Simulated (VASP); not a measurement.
# Ir3F in VASP: single point with PBE

Aim: the single point of Ir3F with PBE.

Everything below comes from runs of VASP 6.6.1. Logs are shortened: lines on timing, memory, paths and dates and some standing lists are left out, and cuts for length are marked.

## (1) The cell of the first run

The cell holds a slab with vacuum, 4 atoms: a = 2.737 Å, b = 2.737 Å, c = 19.188 Å, α = 90.00°, β = 90.00°, γ = 90.00°.

## (2) Single point, PBE

Contents of INCAR:

```
SYSTEM = Ir3F
PREC     = Accurate       ! precision mode
ENCUT    = 520            ! plane-wave cutoff, eV
EDIFF    = 1E-6           ! SCF threshold, eV
ISMEAR   = 0              ! smearing method
SIGMA    = 0.1            ! smearing width, eV
LREAL    = .False.        ! projectors in reciprocal space
LASPH    = .True.         ! aspherical terms in the spheres
NELM     = 120            ! most SCF steps
ALGO     = Normal         ! electronic algorithm
ISIF     = 2              ! what is computed and relaxed
LWAVE    = .False.        ! write WAVECAR
LCHARG   = .False.        ! write CHGCAR
LDIPOL   = .True.       
IDIPOL   = 3            
DIPOL    = 0.5 0.5 0.353
GGA      = PE             ! functional
NBANDS   = 37             ! bands
GGA_COMPAT= .False.      
NELMDL   = -8
```

Contents of KPOINTS:

```
Automatic mesh
0
Gamma
  10 10 1
  0 0 0
```

Contents of POSCAR:

```
Ir3F
1.0
    2.7367600872      0.0000000000      0.0000000000
    0.0000000000      2.7367600872      0.0000000000
    0.0000000000      0.0000000000     19.1883373424
Ir F
3 1
Direct
    0.5000000000      0.5000000000      0.2084599582
    0.0000000000      0.0000000000      0.3045662607
    0.5000000000      0.5000000000      0.4006776202
    0.5000000000      0.5000000000      0.4990116940
```

Potentials or basis: VASP PAW PBE potentials, release 64 (Ir_sv_GW, F).

Launch:

```
> cat potpaw_PBE.64/Ir_sv_GW/POTCAR potpaw_PBE.64/F/POTCAR > POTCAR
> mpirun -np 1 vasp_std > vasp.out
```

OUTCAR:

```text
SYSTEM = Ir3F
   PREC = Accurate
   ENCUT = 520
   EDIFF = 1E-6
   ISMEAR = 0
   LREAL = .False.
   LASPH = .True.
   NELM = 120
   ISIF = 2
   GGA = PE
   NELMDL = -8

 ion  position               nearest neighbor table
   1  0.500  0.500  0.208-   2 2.67   2 2.67   2 2.67   2 2.67
   2  0.000  0.000  0.305-   1 2.67   1 2.67   1 2.67   1 2.67   3 2.67   3 2.67   3 2.67   3 2.67

   3  0.500  0.500  0.401-   4 1.89   2 2.67   2 2.67   2 2.67   2 2.67
   4  0.500  0.500  0.499-   3 1.89

  LATTYP: Found a simple tetragonal cell.
 ALAT       =     2.7367600872
 C/A-ratio  =     7.0113333763

  Lattice vectors:

 A1 = (   2.7367600872,   0.0000000000,   0.0000000000)
 A2 = (   0.0000000000,   2.7367600872,   0.0000000000)
 A3 = (   0.0000000000,   0.0000000000,  19.1883373424)

Analysis of symmetry for initial positions (statically):
=====================================================================
 Subroutine PRICEL returns:
 Original cell was already a primitive cell.

 Routine SETGRP: Setting up the symmetry group for a
 simple tetragonal supercell.

 Subroutine GETGRP returns: Found  8 space group operations
 (whereof  8 operations were pure point group operations)
 out of a pool of 16 trial point group operations.

The static configuration has the point symmetry C_4v.

Analysis of symmetry for dynamics (positions and initial velocities):
=====================================================================
 Subroutine PRICEL returns:
 Original cell was already a primitive cell.

 Routine SETGRP: Setting up the symmetry group for a
 simple tetragonal supercell.

 Subroutine GETGRP returns: Found  8 space group operations
 (whereof  8 operations were pure point group operations)
 out of a pool of 16 trial point group operations.

The dynamic configuration has the point symmetry C_4v.

 Subroutine INISYM returns: Found  8 space group operations
 (whereof  8 operations are pure point group operations),
 and found     1 'primitive' translations

----------------------------------------------------------------------------------------

                                     Primitive cell

  volume of cell :     143.7179

  direct lattice vectors                    reciprocal lattice vectors
     2.736760087  0.000000000  0.000000000     0.365395566  0.000000000  0.000000000
     0.000000000  2.736760087  0.000000000     0.000000000  0.365395566  0.000000000
     0.000000000  0.000000000 19.188337342     0.000000000  0.000000000  0.052114990
[... 90 lines left out ...]
   ISIF   =      2    stress and relaxation
   ISYM   =      2    0-nonsym 1-usesym 2-fastsym
   POTIM  = 0.5000    time-step for ionic-motion
   TEBEG  =    0.0;   TEEND  =   0.0 temperature during run
   PSTRESS=    0.0 pullay stress
   NELECT =      58.0000    total number of electrons
   NUPDOWN=      -1.0000    fix difference up-down
   EMIN   =  10.00;   EMAX   =-10.00  energy-range for DOS
   EFERMI =   0.00;   METHOD = LEGACY
   ISMEAR =     0;   SIGMA  =   0.10  broadening in eV -4-tet -1-fermi 0-gaus
   EFERMI_NEDOS =   21; number of points for ismear=-14 and -15
   IALGO  =     38    algorithm
   IMIX   =      4    mixing-type and parameters
     AMIX     =   0.40;   BMIX     =  1.00
     AMIX_MAG =   1.60;   BMIX_MAG =  1.00
  volume/ion in A,a.u.               =      35.93       242.46
  Fermi-wavevector in a.u.,A,eV,Ry     =   1.209801  2.286192 19.913734  1.463618
  Thomas-Fermi vector in A             =   2.345367
   LORBIT       =      0    0 simple, 1 ext, 2 COOP (PROOUT), +10 PAW based schemes
   GGA     = PE    functional components
   LHFCALC =     F    Hartree Fock is set to
   AEXX    =    0.0000 exact exchange contribution
   IVDW    =     0    specifies the selected vdW correction
   LEPSILON=     F    determine dielectric tensor
   LRPA    =     F    only Hartree local field effects (RPA)
 non-spin polarized calculation
 Gauss-broadening in eV      SIGMA  =   0.10
  energy-cutoff  :      520.00
  volume of cell :      143.72
 maximum number of plane-waves:      3910
   NGX = 11   NGY = 11   NGZ = 71

 dipolmoment           0.000000      0.000000     -0.003322 electrons x Angstroem

 number of electron      58.0000000 magnetization

 dipolmoment           0.000000      0.000000      0.129779 electrons x Angstroem

 Free energy of the ion-electron system (eV)
  ---------------------------------------------------
  ext. energy  EPLUGINS =         0.00000000
  ---------------------------------------------------
  free energy    TOTEN  =       -29.81880602 eV

  energy without entropy =      -29.79290966  energy(sigma->0) =      -29.80585784

 E-fermi :  -0.6761     XC(G=0):  -5.8338

 val. band max:       -0.6882207055   @ k =   0.4000   0.3000   0.0000
 cond. band min:      -0.6626699928   @ k =   0.3000   0.1000   0.0000
 fundamental gap:      0.0255507127
 Fermi energy:        -0.6760603359

 k-point     1 :       0.0000    0.0000    0.0000
  band No.  band energies     occupation
      1     -93.7491      2.00000
      2     -93.5793      2.00000
      3     -92.6080      2.00000
      4     -50.8616      2.00000
      5     -50.4342      2.00000
      6     -50.4306      2.00000
[... 829 lines left out ...]
     36       8.2041      0.00000
     37       8.2769      0.00000

------------------------ aborting loop because EDIFF is reached ----------------------------------------

 vacuum level on the upper side and lower side of the slab       (xc-potential included)         1.514        -1.534

  FORCE on cell =-STRESS in cart. coord.  units (eV):
  Direction    XX          YY          ZZ          XY          YZ          ZX
  --------------------------------------------------------------------------------------
  -------------------------------------------------------------------------------------
  Total       -2.0135370     -2.0135370      0.5483010      0.0000000      0.0000000      0.0000000
  in kB      -22.4470562    -22.4470562      6.1124997      0.0000000      0.0000000      0.0000000
  external PRESSURE =     -12.9272043 kB  Pullay stress =       0.0000000 kB

 VOLUME and BASIS-vectors are now :
 -----------------------------------------------------------------------------
  energy-cutoff  :      520.00
  volume of cell :      143.72
      direct lattice vectors                 reciprocal lattice vectors
     2.736760087  0.000000000  0.000000000     0.365395566  0.000000000  0.000000000
     0.000000000  2.736760087  0.000000000     0.000000000  0.365395566  0.000000000
     0.000000000  0.000000000 19.188337342     0.000000000  0.000000000  0.052114990

 POSITION                                       TOTAL-FORCE (eV/Angst)
 -----------------------------------------------------------------------------------
      1.36838      1.36838      4.00000         0.000000      0.000000     -0.328172
      0.00000      0.00000      5.84412         0.000000      0.000000      0.069067
      1.36838      1.36838      7.68834         0.000000      0.000000      0.108628
      1.36838      1.36838      9.57520         0.000000     -0.000000      0.150477
 -----------------------------------------------------------------------------------
    total drift:                                0.000000      0.000000     -0.002211

  FREE ENERGIE OF THE ION-ELECTRON SYSTEM (eV)
  ---------------------------------------------------
  free  energy   TOTEN  =       -29.8188060156 eV

  energy  without entropy=      -29.7929096633  energy(sigma->0) =      -29.80585784

 vacuum level on the upper side and lower side of the slab         7.705         4.586
```

stdout:

```text
POSCAR found type information on POSCAR IrF
 POSCAR found :  2 types and       4 ions
 scaLAPACK will be used
 LDA part: xc-table for (Slater+PW92), standard interpolation
 POSCAR, INCAR and KPOINTS ok, starting setup
 FFT: planning ... GRIDC
 FFT: planning ... GRID_SOFT
 FFT: planning ... GRID
 WAVECAR not read
 entering main loop
```

It took 6.3 min on 1 thread of Intel Xeon Platinum 8488C (Sapphire Rapids), shared host; peak memory 0.28 GiB.

Results:

* Free energy: -29.8188 eV
* Largest force: 0.328 eV/Å
* Band gap on the k mesh: zero (bands 29 and 30 overlap by 2.34 eV)

Forces on the atoms (eV/Å):
```
Ir   0.000  0.000 -0.328
Ir   0.000  0.000  0.069
Ir   0.000  0.000  0.109
F    0.000  0.000  0.150
```

Levels at points of the mesh, in eV from the Fermi level:
| k point | band 27 | band 28 | band 29 | band 30 | band 31 | band 32 |
| --- | --- | --- | --- | --- | --- | --- |
| (0.00, 0.00, 0.00) | -0.83 | -0.68 | -0.68 | 0.27 | 1.06 | 1.14 |
| (0.50, 0.00, 0.00) | -1.02 | -0.29 | 0.60 | 0.98 | 0.99 | 1.04 |
| (0.50, 0.50, 0.00) | 0.17 | 1.22 | 1.65 | 1.91 | 2.27 | 4.07 |

Caveat: spin-orbit coupling is left out, which moves the levels of the heavy elements.

The gap in the log of VASP goes by the Fermi energy; the results here count the filled bands.